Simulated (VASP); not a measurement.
# TaSb (rocksalt type) (Fm-3m) in VASP: notebook

The runs below take TaSb (rocksalt type) through single point, with LDA.

Everything below comes from runs of VASP 6.6.1. Logs are shortened: lines on timing, memory, paths and dates and some standing lists are left out, and cuts for length are marked.

### 1 The cell of the first run

It takes space group Fm-3m (No. 225, cubic). Conventional cell: a = 4.920 Å, b = 4.920 Å, c = 4.920 Å, α = 90.00°, β = 90.00°, γ = 90.00°. Within 3.2 Å of Ta (site symmetry m-3m) lie 6 Sb at 2.46 Å. Within 3.2 Å of Sb (site symmetry m-3m) lie 6 Ta at 2.46 Å.

### 2 Single point, LDA (14.89 Å³/atom)

Contents of INCAR:

```
SYSTEM = TaSb
ALGO = Normal ; EDIFF = 1E-6
ENCUT = 520 ; GGA = CA
ISIF = 2 ; ISMEAR = -1
LASPH = .TRUE. ; LCHARG = .FALSE.
LREAL = .FALSE. ; LWAVE = .FALSE.
NBANDS = 15 ; NELM = 60
PREC = Accurate ; SIGMA = 0.05
```

Contents of KPOINTS:

```
k-points
0
G
  13 13 13
  0 0 0
```

Contents of POSCAR:

```
TaSb
1.0
    0.0000000000      2.4601635310      2.4601635310
    2.4601635310      0.0000000000      2.4601635310
    2.4601635310      2.4601635310      0.0000000000
Ta Sb
1 1
Direct
    0.0000000000      0.0000000000      0.0000000000
    0.5000000000      0.5000000000      0.5000000000
```

Potentials or basis: VASP PAW LDA potentials, release 64 (Ta_pv, Sb).

On the command line:

```bash
> cat potpaw_LDA.64/Ta_pv/POTCAR potpaw_LDA.64/Sb/POTCAR > POTCAR
> mpirun -np 1 vasp_std > vasp.out
```

OUTCAR:

```text
SYSTEM = TaSb
   EDIFF = 1E-6
   ENCUT = 520
   GGA = CA
   ISIF = 2
   ISMEAR = -1
   LASPH = .TRUE.
   LREAL = .FALSE.
   NELM = 60
   PREC = Accurate

 ion  position               nearest neighbor table
   1  0.000  0.000  0.000-   2 2.46   2 2.46   2 2.46   2 2.46   2 2.46   2 2.46
   2  0.500  0.500  0.500-   1 2.46   1 2.46   1 2.46   1 2.46   1 2.46   1 2.46

  LATTYP: Found a face centered cubic cell.
 ALAT       =     4.9203270620

  Lattice vectors:

 A1 = (   0.0000000000,   2.4601635310,   2.4601635310)
 A2 = (   2.4601635310,   0.0000000000,   2.4601635310)
 A3 = (   2.4601635310,   2.4601635310,   0.0000000000)

Analysis of symmetry for initial positions (statically):
=====================================================================
 Subroutine PRICEL returns:
 Original cell was already a primitive cell.

 Routine SETGRP: Setting up the symmetry group for a
 face centered cubic supercell.

 Subroutine GETGRP returns: Found 48 space group operations
 (whereof 48 operations were pure point group operations)
 out of a pool of 48 trial point group operations.

The static configuration has the point symmetry O_h .

Analysis of symmetry for dynamics (positions and initial velocities):
=====================================================================
 Subroutine PRICEL returns:
 Original cell was already a primitive cell.

 Routine SETGRP: Setting up the symmetry group for a
 face centered cubic supercell.

 Subroutine GETGRP returns: Found 48 space group operations
 (whereof 48 operations were pure point group operations)
 out of a pool of 48 trial point group operations.

The dynamic configuration has the point symmetry O_h .

 Subroutine INISYM returns: Found 48 space group operations
 (whereof 48 operations are pure point group operations),
 and found     1 'primitive' translations

----------------------------------------------------------------------------------------

                                     Primitive cell

  volume of cell :      29.7798

  direct lattice vectors                    reciprocal lattice vectors
     0.000000000  2.460163531  2.460163531    -0.203238522  0.203238522  0.203238522
     2.460163531  0.000000000  2.460163531     0.203238522 -0.203238522  0.203238522
     2.460163531  2.460163531  0.000000000     0.203238522  0.203238522 -0.203238522

  length of vectors
[... 91 lines left out ...]
   TEBEG  =    0.0;   TEEND  =   0.0 temperature during run
   PSTRESS=    0.0 pullay stress
   NELECT =      16.0000    total number of electrons
   NUPDOWN=      -1.0000    fix difference up-down
   EMIN   =  10.00;   EMAX   =-10.00  energy-range for DOS
   EFERMI =   0.00;   METHOD = LEGACY
   ISMEAR =    -1;   SIGMA  =   0.05  broadening in eV -4-tet -1-fermi 0-gaus
   EFERMI_NEDOS =   21; number of points for ismear=-14 and -15
   IALGO  =     38    algorithm
   IMIX   =      4    mixing-type and parameters
     AMIX     =   0.40;   BMIX     =  1.00
     AMIX_MAG =   1.60;   BMIX_MAG =  1.00
  volume/ion in A,a.u.               =      14.89       100.48
  Fermi-wavevector in a.u.,A,eV,Ry     =   1.330886  2.515010 24.099421  1.771257
  Thomas-Fermi vector in A             =   2.459939
   LORBIT       =      0    0 simple, 1 ext, 2 COOP (PROOUT), +10 PAW based schemes
   GGA     = CA    functional components
   LHFCALC =     F    Hartree Fock is set to
   AEXX    =    0.0000 exact exchange contribution
   IVDW    =     0    specifies the selected vdW correction
   LEPSILON=     F    determine dielectric tensor
   LRPA    =     F    only Hartree local field effects (RPA)
 non-spin polarized calculation
  energy-cutoff  :      520.00
  volume of cell :       29.78
 maximum number of plane-waves:       821
 NGX is ok and might be reduce to    28
   NGX = 13   NGY = 13   NGZ = 13

 number of electron      16.0000001 magnetization

 Free energy of the ion-electron system (eV)
  ---------------------------------------------------
  ext. energy  EPLUGINS =         0.00000000
  ---------------------------------------------------
  free energy    TOTEN  =       -13.34109791 eV

  energy without entropy =      -13.33088313  energy(sigma->0) =      -13.33599052

 E-fermi :  13.3839     XC(G=0): -13.3432

 val. band max:       13.3459032769   @ k =  -0.3077   0.3077   0.0769
 cond. band min:      13.4413046094   @ k =   0.3077   0.2308   0.0769
 fundamental gap:      0.0954013324
 Fermi energy:        13.3839165968

 k-point     1 :       0.0000    0.0000    0.0000
  band No.  band energies     occupation
      1     -21.3262      2.00000
      2     -21.3262      2.00000
      3     -21.3262      2.00000
      4      -2.0502      2.00000
      5      11.1747      2.00000
      6      11.1747      2.00000
      7      11.1747      2.00000
      8      12.7510      1.99999
      9      12.7510      1.99999
     10      15.2558      0.00000
     11      15.2558      0.00000
     12      15.2558      0.00000
     13      18.7877      0.00000
     14      23.8731      0.00000
[... 401 lines left out ...]
      2     -21.3434      2.00000
      3     -21.3334      2.00000
      4       1.8403      2.00000
      5       5.3547      2.00000
      6       7.9750      2.00000
      7       8.6704      2.00000
      8      12.8646      1.99994
      9      14.2127      0.00000
     10      14.9164      0.00000
     11      18.7023      0.00000
     12      19.2484      0.00000
     13      21.2912      0.00000
     14      24.4251      0.00000
     15      24.6935      0.00000

 [... further k-points ...]

------------------------ aborting loop because EDIFF is reached ----------------------------------------

  FORCE on cell =-STRESS in cart. coord.  units (eV):
  Direction    XX          YY          ZZ          XY          YZ          ZX
  --------------------------------------------------------------------------------------
  -------------------------------------------------------------------------------------
  Total       20.0992499     20.0992499     20.0992499      0.0000000      0.0000000      0.0000000
  in kB     1081.3555364   1081.3555364   1081.3555364      0.0000000      0.0000000      0.0000000
  external PRESSURE =    1081.3555364 kB  Pullay stress =       0.0000000 kB

 VOLUME and BASIS-vectors are now :
 -----------------------------------------------------------------------------
  energy-cutoff  :      520.00
  volume of cell :       29.78
      direct lattice vectors                 reciprocal lattice vectors
     0.000000000  2.460163531  2.460163531    -0.203238522  0.203238522  0.203238522
     2.460163531  0.000000000  2.460163531     0.203238522 -0.203238522  0.203238522
     2.460163531  2.460163531  0.000000000     0.203238522  0.203238522 -0.203238522

 POSITION                                       TOTAL-FORCE (eV/Angst)
 -----------------------------------------------------------------------------------
      0.00000      0.00000      0.00000        -0.000000     -0.000000     -0.000000
      2.46016      2.46016      2.46016         0.000000      0.000000      0.000000
 -----------------------------------------------------------------------------------
    total drift:                               -0.000000      0.000000      0.000000

  FREE ENERGIE OF THE ION-ELECTRON SYSTEM (eV)
  ---------------------------------------------------
  free  energy   TOTEN  =       -13.3410979115 eV

  energy  without entropy=      -13.3308831334  energy(sigma->0) =      -13.33599052
```

stdout:

```text
POSCAR found type information on POSCAR TaSb
 POSCAR found :  2 types and       2 ions
 scaLAPACK will be used
 LDA part: xc-table for (Slater(with rela. corr.)+CA(PZ))
 , standard interpolation
 POSCAR, INCAR and KPOINTS ok, starting setup
 FFT: planning ... GRIDC
 FFT: planning ... GRID_SOFT
 FFT: planning ... GRID
 WAVECAR not read
 entering main loop
```

It took 41 s on 1 thread of Intel Xeon 8259CL, shared host; peak memory 0.17 GiB.

What came out:

* Free energy: -13.3411 eV
* Pressure: 108.1 GPa
* Band gap on the k mesh: zero (bands 8 and 9 overlap by 1.99 eV)

Caveat: the cell stands under pressure; spin-orbit coupling is left out, which moves the levels of the heavy elements.

### 3 Single point, LDA (14.89 Å³/atom)

Contents of INCAR:

```
PREC = Accurate
ENCUT = 520
EDIFF = 1E-6
ISMEAR = -1
SIGMA = 0.05
LREAL = F
LASPH = T
NELM = 80
ALGO = Normal
ISIF = 2
LWAVE = F
LCHARG = F
NBANDS = 15
```

Contents of KPOINTS:

```
Automatic mesh
0
Gamma
  13 13 13
```

POSCAR is that of step 2.

Potentials or basis: VASP PAW LDA potentials, release 64 (Ta_pv, Sb).

On the command line:

```bash
> cat potpaw_LDA.64/Ta_pv/POTCAR potpaw_LDA.64/Sb/POTCAR > POTCAR
> mpirun -np 1 vasp_std > vasp.out
```

OUTCAR:

```text
PREC = Accurate
   ENCUT = 520
   EDIFF = 1E-6
   ISMEAR = -1
   LREAL = F
   LASPH = T
   NELM = 80
   ISIF = 2

 ion  position               nearest neighbor table
   1  0.000  0.000  0.000-   2 2.46   2 2.46   2 2.46   2 2.46   2 2.46   2 2.46
   2  0.500  0.500  0.500-   1 2.46   1 2.46   1 2.46   1 2.46   1 2.46   1 2.46

  LATTYP: Found a face centered cubic cell.
 ALAT       =     4.9203270620

  Lattice vectors:

 A1 = (   0.0000000000,   2.4601635310,   2.4601635310)
 A2 = (   2.4601635310,   0.0000000000,   2.4601635310)
 A3 = (   2.4601635310,   2.4601635310,   0.0000000000)

Analysis of symmetry for initial positions (statically):
=====================================================================
 Subroutine PRICEL returns:
 Original cell was already a primitive cell.

 Routine SETGRP: Setting up the symmetry group for a
 face centered cubic supercell.

 Subroutine GETGRP returns: Found 48 space group operations
 (whereof 48 operations were pure point group operations)
 out of a pool of 48 trial point group operations.

The static configuration has the point symmetry O_h .

Analysis of symmetry for dynamics (positions and initial velocities):
[... 175 lines left out ...]
      8      12.7510      1.99999
      9      12.7510      1.99999
     10      15.2558      0.00000
     11      15.2558      0.00000
     12      15.2558      0.00000
     13      18.7877      0.00000
     14      23.8731      0.00000
[... 401 lines left out ...]
      2     -21.3434      2.00000
      3     -21.3334      2.00000
      4       1.8403      2.00000
      5       5.3547      2.00000
      6       7.9750      2.00000
      7       8.6704      2.00000
      8      12.8646      1.99994
      9      14.2127      0.00000
     10      14.9164      0.00000
     11      18.7023      0.00000
     12      19.2484      0.00000
     13      21.2912      0.00000
     14      24.4251      0.00000
     15      24.6935      0.00000

 [... further k-points ...]

------------------------ aborting loop because EDIFF is reached ----------------------------------------

  FORCE on cell =-STRESS in cart. coord.  units (eV):
  Direction    XX          YY          ZZ          XY          YZ          ZX
  --------------------------------------------------------------------------------------
  -------------------------------------------------------------------------------------
  Total       20.0992499     20.0992499     20.0992499      0.0000000      0.0000000      0.0000000
  in kB     1081.3555364   1081.3555364   1081.3555364      0.0000000      0.0000000      0.0000000
  external PRESSURE =    1081.3555364 kB  Pullay stress =       0.0000000 kB

 VOLUME and BASIS-vectors are now :
 -----------------------------------------------------------------------------
  energy-cutoff  :      520.00
  volume of cell :       29.78
      direct lattice vectors                 reciprocal lattice vectors
     0.000000000  2.460163531  2.460163531    -0.203238522  0.203238522  0.203238522
     2.460163531  0.000000000  2.460163531     0.203238522 -0.203238522  0.203238522
     2.460163531  2.460163531  0.000000000     0.203238522  0.203238522 -0.203238522

 POSITION                                       TOTAL-FORCE (eV/Angst)
 -----------------------------------------------------------------------------------
      0.00000      0.00000      0.00000        -0.000000     -0.000000     -0.000000
      2.46016      2.46016      2.46016         0.000000      0.000000      0.000000
 -----------------------------------------------------------------------------------
    total drift:                               -0.000000      0.000000      0.000000

  FREE ENERGIE OF THE ION-ELECTRON SYSTEM (eV)
  ---------------------------------------------------
  free  energy   TOTEN  =       -13.3410979115 eV

  energy  without entropy=      -13.3308831334  energy(sigma->0) =      -13.33599052
```

stdout:

```text
POSCAR found type information on POSCAR TaSb
 POSCAR found :  2 types and       2 ions
 scaLAPACK will be used
 LDA part: xc-table for (Slater(with rela. corr.)+CA(PZ))
 , standard interpolation
 POSCAR, INCAR and KPOINTS ok, starting setup
 FFT: planning ... GRIDC
 FFT: planning ... GRID_SOFT
 FFT: planning ... GRID
 WAVECAR not read
 entering main loop
```

It took 48 s on 1 thread of Intel Xeon 8259CL, shared host; peak memory 0.17 GiB.

Results:

```yaml
Free_energy: -13.3411 eV
Pressure: 108.1 GPa
Band_gap_on_the_k_mesh: zero (bands 8 and 9 overlap by 1.99 eV)
```

Levels at points of the mesh, in eV from the Fermi level:
| k point | band 6 | band 7 | band 8 | band 9 | band 10 | band 11 |
| --- | --- | --- | --- | --- | --- | --- |
| (0.00, 0.00, 0.00) | -2.21 | -2.21 | -0.63 | -0.63 | 1.87 | 1.87 |

Caveat: the cell stands under pressure; spin-orbit coupling is left out, which moves the levels of the heavy elements.

### 4 Single point, LDA (14.89 Å³/atom)

Contents of INCAR:

```
SYSTEM = TaSb
  PREC = Accurate
  ENCUT = 520
  EDIFF = 1E-6
  ISMEAR = -1
  SIGMA = 0.05
  LREAL = .False.
  LASPH = .True.
  NELM = 100
  ALGO = Normal
  ISIF = 2
  LWAVE = .False.
  LCHARG = .False.
  NBANDS = 15
```

Contents of KPOINTS:

```
regular mesh
0
Gamma
  13 13 13
  0 0 0
```

POSCAR is that of step 3.

On the command line:

```bash
> cat potpaw_LDA.64/Ta_pv/POTCAR potpaw_LDA.64/Sb/POTCAR > POTCAR
> mpirun -np 1 vasp_std > vasp.out
```

Run time: 55 s. Hardware: 1 thread of Intel Xeon 8259CL, shared host; peak memory 0.17 GiB.

The run converged. Its results:

* Free energy: -13.3411 eV
* Pressure: 108.1 GPa
* Band gap on the k mesh: zero (bands 8 and 9 overlap by 1.99 eV)

Levels at points of the mesh, in eV from the Fermi level:
```csv
k point,band 4,band 5,band 6,band 7,band 8,band 9,band 10,band 11,band 12,band 13
"(0.00, 0.00, 0.00)",-15.43,-2.21,-2.21,-2.21,-0.63,-0.63,1.87,1.87,1.87,5.40
```

Caveat: the cell stands under pressure; spin-orbit coupling is left out, which moves the levels of the heavy elements.
